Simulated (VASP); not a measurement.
# Ca2Sb3 (R-3c) in VASP: further runs, part 2 of 2

VASP 6.6.1. Earlier steps stand in the parts before.

**3. Single point, PBE**

This run uses another cell than the first one, of 35.34 Å³/atom.

INCAR reads:

```
PREC     = Accurate       # precision mode
ENCUT    = 500            # plane-wave cutoff, eV
EDIFF    = 1E-6           # SCF threshold, eV
ISMEAR   = 0              # smearing method
SIGMA    = 0.1            # smearing width, eV
LREAL    = False          # projectors in reciprocal space
LASPH    = True           # aspherical terms in the spheres
NELM     = 120            # most SCF steps
ALGO     = Normal         # electronic algorithm
ISIF     = 2              # what is computed and relaxed
LWAVE    = False          # write WAVECAR
LCHARG   = False          # write CHGCAR
GGA      = PE             # functional
NBANDS   = 46             # bands
GGA_COMPAT= False
```

KPOINTS reads:

```
Automatic mesh
0
Gamma
  3 3 3
```

POSCAR reads:

```
Ca2Sb3
1.0
    3.2612683181      1.8828941413      9.5927330345
   -3.2612683181      1.8828941413      9.5927330345
    0.0000000000     -3.7657882828      9.5927330344
Ca Sb
4 6
Direct
    0.8441244716      0.8441244716      0.8441244716
    0.6558755284      0.6558755284      0.6558755284
    0.1558755284      0.1558755284      0.1558755284
    0.3441244716      0.3441244716      0.3441244716
    0.0214119945      0.4785880055      0.7500000000
    0.7500000000      0.0214119945      0.4785880055
    0.4785880055      0.7500000000      0.0214119945
    0.9785880055      0.5214119945      0.2500000000
    0.2500000000      0.9785880055      0.5214119945
    0.5214119945      0.2500000000      0.9785880055
```

Potentials or basis: VASP PAW PBE potentials, release 64 (Ca_sv, Sb).

On the command line:

```sh
cat potpaw_PBE.64/Ca_sv/POTCAR potpaw_PBE.64/Sb/POTCAR > POTCAR
mpirun -np 1 vasp_std > vasp.out
```

OUTCAR:

```text
PREC = Accurate
   ENCUT = 500
   EDIFF = 1E-6
   ISMEAR = 0
   LREAL = False
   LASPH = True
   NELM = 120
   ISIF = 2
   GGA = PE

 ion  position               nearest neighbor table
   1  0.844  0.844  0.844-   8 3.18  10 3.18   9 3.18   6 3.24   5 3.24   7 3.24
   2  0.656  0.656  0.656-   8 3.18   9 3.18  10 3.18   7 3.24   5 3.24   6 3.24
   3  0.156  0.156  0.156-   5 3.18   7 3.18   6 3.18   9 3.24   8 3.24  10 3.24
   4  0.344  0.344  0.344-   5 3.18   6 3.18   7 3.18  10 3.24   8 3.24   9 3.24
   5  0.021  0.479  0.750-   6 3.07   7 3.07   4 3.18   3 3.18   2 3.24   1 3.24
   6  0.750  0.021  0.479-   5 3.07   7 3.07   4 3.18   3 3.18   1 3.24   2 3.24
   7  0.479  0.750  0.021-   5 3.07   6 3.07   3 3.18   4 3.18   2 3.24   1 3.24
   8  0.979  0.521  0.250-  10 3.07   9 3.07   2 3.18   1 3.18   4 3.24   3 3.24
   9  0.250  0.979  0.521-   8 3.07  10 3.07   2 3.18   1 3.18   3 3.24   4 3.24
  10  0.521  0.250  0.979-   8 3.07   9 3.07   1 3.18   2 3.18   4 3.24   3 3.24

  LATTYP: Found a trigonal (rhomboedric) cell.
 ALAT       =    10.3054203437
 COS(alpha) =     0.7997042948

  Lattice vectors:

 A1 = (   3.2612683181,   1.8828941413,   9.5927330345)
 A2 = (  -3.2612683181,   1.8828941413,   9.5927330345)
 A3 = (   0.0000000000,  -3.7657882828,   9.5927330344)

Analysis of symmetry for initial positions (statically):
=====================================================================
 Subroutine PRICEL returns:
 Original cell was already a primitive cell.

 Routine SETGRP: Setting up the symmetry group for a
 trigonal (rhombohedral) supercell.

 Subroutine GETGRP returns: Found 12 space group operations
 (whereof  6 operations were pure point group operations)
 out of a pool of 12 trial point group operations.

The static configuration has the point symmetry S_6 .
 The point group associated with its full space group is D_3d.

Analysis of symmetry for dynamics (positions and initial velocities):
[... 137 lines left out ...]
   IVDW    =     0    specifies the selected vdW correction
   LEPSILON=     F    determine dielectric tensor
   LRPA    =     F    only Hartree local field effects (RPA)
 non-spin polarized calculation
 Gauss-broadening in eV      SIGMA  =   0.10
  energy-cutoff  :      500.00
  volume of cell :      353.43
 maximum number of plane-waves:      8994
 NGX is ok and might be reduce to    80
   NGX = 37   NGY = 37   NGZ = 37

 number of electron      70.0000000 magnetization

 Free energy of the ion-electron system (eV)
  ---------------------------------------------------
  ext. energy  EPLUGINS =         0.00000000
  ---------------------------------------------------
  free energy    TOTEN  =       -37.33589741 eV

  energy without entropy =      -37.26868166  energy(sigma->0) =      -37.30228953

 E-fermi :   4.4743     XC(G=0):  -8.4110

 val. band max:        4.4445843347   @ k =   0.3333   0.3333   0.0000
 cond. band min:       4.4831172622   @ k =  -0.3333   0.3333   0.3333
 fundamental gap:      0.0385329275
 Fermi energy:         4.4743236436

 k-point     1 :       0.0000    0.0000    0.0000
  band No.  band energies     occupation
      1     -37.3157      2.00000
      2     -37.3155      2.00000
      3     -37.3056      2.00000
      4     -37.3055      2.00000
      5     -18.3956      2.00000
      6     -18.3956      2.00000
[... 283 lines left out ...]
     45       6.4981      0.00000
     46       6.6075      0.00000

------------------------ aborting loop because EDIFF is reached ----------------------------------------

  FORCE on cell =-STRESS in cart. coord.  units (eV):
  Direction    XX          YY          ZZ          XY          YZ          ZX
  --------------------------------------------------------------------------------------
  -------------------------------------------------------------------------------------
  Total        0.0154349      0.0154349      0.8773372     -0.0000000     -0.0000000      0.0000000
  in kB        0.0699693      0.0699693      3.9771421     -0.0000000     -0.0000000      0.0000000
  external PRESSURE =       1.3723602 kB  Pullay stress =       0.0000000 kB

 VOLUME and BASIS-vectors are now :
 -----------------------------------------------------------------------------
  energy-cutoff  :      500.00
  volume of cell :      353.43
      direct lattice vectors                 reciprocal lattice vectors
     3.261268318  1.882894141  9.592733035     0.153314585  0.088516217  0.034748526
    -3.261268318  1.882894141  9.592733035    -0.153314585  0.088516217  0.034748526
     0.000000000 -3.765788283  9.592733034     0.000000000 -0.177032434  0.034748526

 POSITION                                       TOTAL-FORCE (eV/Angst)
 -----------------------------------------------------------------------------------
      0.00000     -0.00000     24.29238         0.000000     -0.000000      0.007218
      0.00000     -0.00000     18.87492         0.000000      0.000000     -0.007218
      0.00000     -0.00000      4.48582         0.000000      0.000000     -0.007218
      0.00000     -0.00000      9.90328         0.000000     -0.000000      0.007218
     -1.49097     -1.88289     11.99092         0.013726     -0.000000      0.000000
      2.37612     -0.34977     11.99092        -0.006863      0.011887      0.000000
     -0.88515      2.23267     11.99092        -0.006863     -0.011887     -0.000000
      1.49097      1.88289     16.78728        -0.013726     -0.000000      0.000000
     -2.37612      0.34977     16.78728         0.006863     -0.011887     -0.000000
      0.88515     -2.23267     16.78728         0.006863      0.011887      0.000000
 -----------------------------------------------------------------------------------
    total drift:                                0.000000     -0.000000      0.000000

  FREE ENERGIE OF THE ION-ELECTRON SYSTEM (eV)
  ---------------------------------------------------
  free  energy   TOTEN  =       -37.3358974090 eV

  energy  without entropy=      -37.2686816559  energy(sigma->0) =      -37.30228953
```

OSZICAR:

```text
N       E                     dE             d eps       ncg     rms          rms(c)
DAV:   1     0.564946566390E+03    0.56495E+03   -0.29319E+04   600   0.127E+03
DAV:   2     0.899940589212E+01   -0.55595E+03   -0.54312E+03   620   0.341E+02
DAV:   3    -0.339297180753E+02   -0.42929E+02   -0.42459E+02   792   0.757E+01
DAV:   4    -0.375886560208E+02   -0.36589E+01   -0.36313E+01  1024   0.201E+01
DAV:   5    -0.377288099385E+02   -0.14015E+00   -0.14008E+00   826   0.370E+00    0.828E+00
DAV:   6    -0.374103276433E+02    0.31848E+00   -0.44282E-01   696   0.297E+00    0.507E+00
DAV:   7    -0.373336983837E+02    0.76629E-01   -0.57314E-01   704   0.336E+00    0.461E-01
DAV:   8    -0.373332686069E+02    0.42978E-03   -0.61514E-02   674   0.114E+00    0.180E-01
DAV:   9    -0.373350908597E+02   -0.18223E-02   -0.71574E-03   976   0.278E-01    0.109E-01
DAV:  10    -0.373356117703E+02   -0.52091E-03   -0.73207E-04   680   0.121E-01    0.378E-02
DAV:  11    -0.373358626249E+02   -0.25085E-03   -0.27735E-04   698   0.560E-02    0.164E-02
DAV:  12    -0.373358880795E+02   -0.25455E-04   -0.36780E-05   698   0.222E-02    0.104E-02
DAV:  13    -0.373358964766E+02   -0.83970E-05   -0.19245E-05   638   0.153E-02    0.248E-03
DAV:  14    -0.373358974090E+02   -0.93247E-06   -0.14659E-06   554   0.438E-03
   1 F= -.37335897E+02 E0= -.37302290E+02  d E =-.672158E-01
```

Wall time 9.9 min (1 thread of Intel Xeon 8259CL, shared host); peak memory 0.93 GiB.

What came out:

```yaml
Free_energy: -37.3359 eV
Pressure: 0.1 GPa
Largest_force: 0.014 eV/Å
Band_gap_on_the_k_mesh: zero (bands 35 and 36 overlap by 1.71 eV)
```

Forces in eV/Å, atoms in the order of the input:
```
Ca   0.000  0.000  0.007
Ca   0.000  0.000 -0.007
Ca   0.000  0.000 -0.007
Ca   0.000  0.000  0.007
Sb   0.014  0.000  0.000
Sb  -0.007  0.012  0.000
Sb  -0.007 -0.012  0.000
Sb  -0.014  0.000  0.000
Sb   0.007 -0.012  0.000
Sb   0.007  0.012  0.000
```

Caveat: the k points lie up to 0.38 Å⁻¹ apart, too coarse for converged energies and pressures of a metal; spin-orbit coupling is left out, which moves the levels of the heavy elements.
